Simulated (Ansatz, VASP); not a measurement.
## BaHfO3: VASP beside Ansatz

The input POSCAR:

```
BaHfO3
1.0
    4.0935175954      0.0000000000      0.0000000000
    0.0000000000      4.0935175954      0.0000000000
    0.0000000000      0.0000000000      4.0935175954
Ba Hf O
1 1 3
Direct
    0.0000000000      0.0000000000      0.0000000000
    0.5000000000      0.5000000000      0.5000000000
    0.5000000000      0.5000000000      0.0000000000
    0.5000000000      0.0000000000      0.5000000000
    0.0000000000      0.5000000000      0.5000000000
```

INCAR.step1

```
SYSTEM = BaHfO3
  ALGO = Normal
  EDIFF = 1E-4
  ENCUT = 520
  GGA = PE
  GGA_COMPAT = .False.
  ISMEAR = 0
  LASPH = .True.
  LCHARG = .False.
  LMAXMIX = 4
  LNONCOLLINEAR = .True.
  LREAL = .False.
  LSORBIT = .True.
  LWAVE = .True.
  MAGMOM = 0 0 0 0 0 0 0 0 0 0 0 0 0 0 0
  NBANDS = 53
  NELM = 150
  PREC = Accurate
  SIGMA = 0.01
```

Contents of INCAR.step2:

```
SYSTEM = BaHfO3
  ALGO = Normal
  EDIFF = 1E-6
  ENCUT = 520
  GGA_COMPAT = .False.
  ISIF = 2
  ISMEAR = 0
  ISTART = 1
  LASPH = .True.
  LCHARG = .False.
  LMAXMIX = 4
  LMIXTAU = .True.
  LNONCOLLINEAR = .True.
  LORBIT = 11
  LORBMOM = .True.
  LREAL = .False.
  LSORBIT = .True.
  LWAVE = .False.
  MAGMOM = 0 0 0 0 0 0 0 0 0 0 0 0 0 0 0
  METAGGA = R2SCAN
  NBANDS = 53
  NELM = 150
  PREC = Accurate
  SIGMA = 0.01
```

KPOINTS

```
k-points
0
Gamma
  6 6 6
  0 0 0
```

Input for Ansatz:

```yaml
crystal:
  lattice:
    - [4.0935175954, 0.0, 0.0]
    - [0.0, 4.0935175954, 0.0]
    - [0.0, 0.0, 4.0935175954]
  atoms:
    - { symbol: Ba, position: [0.0, 0.0, 0.0] }
    - { symbol: Hf, position: [0.5, 0.5, 0.5] }
    - { symbol: O, position: [0.5, 0.5, 0.0] }
    - { symbol: O, position: [0.5, 0.0, 0.5] }
    - { symbol: O, position: [0.0, 0.5, 0.5] }
kpoints:
  mp_grid: { grid: [6, 6, 6] }
  band_path:
    path:
      - [0.0, 0.0, 0.0]
      - [0.0, 0.5, 0.0]
      - [0.5, 0.5, 0.0]
      - [0.5, 0.5, 0.5]
      - [0.484375, -0.5, -0.5]
    npoints: 1
hamiltonian:
  xc: r2scan
scf:
  occupations: { method: fixed }
  n_extra_bands: 10
magnetization:
  noncollinear: true
  spin_orbit: true
output:
  forces: true
  stress: true
  eigenvalues: true
```

Change from the starting cell: hydrostatic strain -2.0%.

Alike in both runs: task single point; functional r2SCAN; k mesh 6 × 6 × 6; non-collinear spin, spin-orbit coupling.

|  | VASP | Ansatz |
| --- | --- | --- |
| version | VASP 6.6.1 | Ansatz 0.2.0 |
| potentials or method | VASP PAW PBE potentials, release 64 (Ba_sv, Hf_pv, O) | plane waves, PAW |
| plane-wave cutoff (eV) | 520 | 500 |
| occupations | gaussian, width 0.01 eV | fixed |
| valence electrons in the cell | 38 | 54 |

```tsv
	VASP	Ansatz	Ansatz less VASP
pressure (GPa)	11.3	11.6	+0.30
net moment per atom (μB)	0.00	0.00	0.000
```

VASP's potentials were made for PBE, not for r2SCAN. VASP's potentials hold 38 valence electrons a cell and Ansatz's 54, so a difference there can come from the potentials and not from the codes.
